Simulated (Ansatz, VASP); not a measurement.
## HgH3: VASP beside Ansatz

The input INCAR:

```
ALGO     = Normal         # electronic algorithm
EDIFF    = 1E-6           # SCF threshold, eV
EDIFFG   = -0.04          # ionic threshold
ENCUT    = 600            # plane-wave cutoff, eV
GGA      = PE             # functional
IBRION   = 2              # ionic algorithm
ISIF     = 3              # what is computed and relaxed
ISMEAR   = 0              # smearing method
LASPH    = T              # aspherical terms in the spheres
LCHARG   = F              # write CHGCAR
LREAL    = F              # projectors in reciprocal space
LWAVE    = F              # write WAVECAR
NELM     = 60             # most SCF steps
NSW      = 90             # ionic steps
PREC     = Accurate       # precision mode
SIGMA    = 0.1            # smearing width, eV
```

The input KPOINTS:

```
k-points
0
Gamma
  6 6 6
```

File POSCAR:

```
HgH3
1.0
    5.0830370887      0.0000000000      0.0000000000
   -2.5415185444      4.4020392472      0.0000000000
    0.0000000000      0.0000000000      3.6841432186
Hg H
1 3
Direct
    0.0000000000      0.0000000000      0.0000000000
    0.0000000000      0.0000000000      0.5000000000
    0.6666666667      0.3333333333      0.3978194987
    0.6666666667      0.3333333333      0.6021805013
```

Input for Ansatz:

```yaml
crystal:
  lattice:
    - [5.0830370887, 0.0, 0.0]
    - [-2.5415185444, 4.4020392472, 0.0]
    - [0.0, 0.0, 3.6841432186]
  atoms:
    - { symbol: Hg, position: [0.0, 0.0, 0.0] }
    - { symbol: H, position: [0.0, 0.0, 0.5] }
    - { symbol: H, position: [0.6666666667, 0.3333333333, 0.3978194987] }
    - { symbol: H, position: [0.6666666667, 0.3333333333, 0.6021805013] }
basis:
  ecutwfc: 420
kpoints:
  mp_grid: { grid: [6, 6, 6] }
hamiltonian:
  xc: pbe
scf:
  occupations: { method: gaussian, width: 0.1 }
  lower_state_search: "off"
output:
  forces: true
  stress: true
  eigenvalues: true
relax:
  adjacent_minimum: "off"
  f_tol: 0.04
  max_steps: 70
  cell: { stress_tol: 0.4 }
```

Change from the starting cell: species swapped into the Tb3Pr type (P-6m2, No. 187).

Alike in both runs: task relaxation of cell and atoms; functional PBE; k mesh 6 × 6 × 6; occupations gaussian, width 0.1 eV; no spin polarisation.

```csv
,VASP,Ansatz
version,VASP 6.6.1,Ansatz 0.2.0
potentials or method,"VASP PAW PBE potentials, release 64 (Hg, H), cutoff 600 eV","scalar-relativistic, plane waves, PAW"
valence electrons in the cell,15,23
```

Ansatz gave:

| Property | Result |
| --- | --- |
| gap on the k mesh at the Fermi level, each at its own relaxed structure (eV) | none |
| relaxed volume (Å³/atom) | 23.81 |
| relaxed cell length with the largest relative difference (Å) | 5.379 |

What did VASP give for the same quantities?

gap on the k mesh at the Fermi level, each at its own relaxed structure (eV): none; relaxed volume (Å³/atom): 21.44; relaxed cell length with the largest relative difference (Å): 5.096.

A gap of «none» marks a metal or a gap that the smearing closes. One of these differences is far larger than is usual between the two programs; its cause wasn't traced. VASP's potentials hold 15 valence electrons a cell and Ansatz's 23, so a difference there can come from the potentials and not from the codes.

Neither program's run includes spin-orbit coupling.
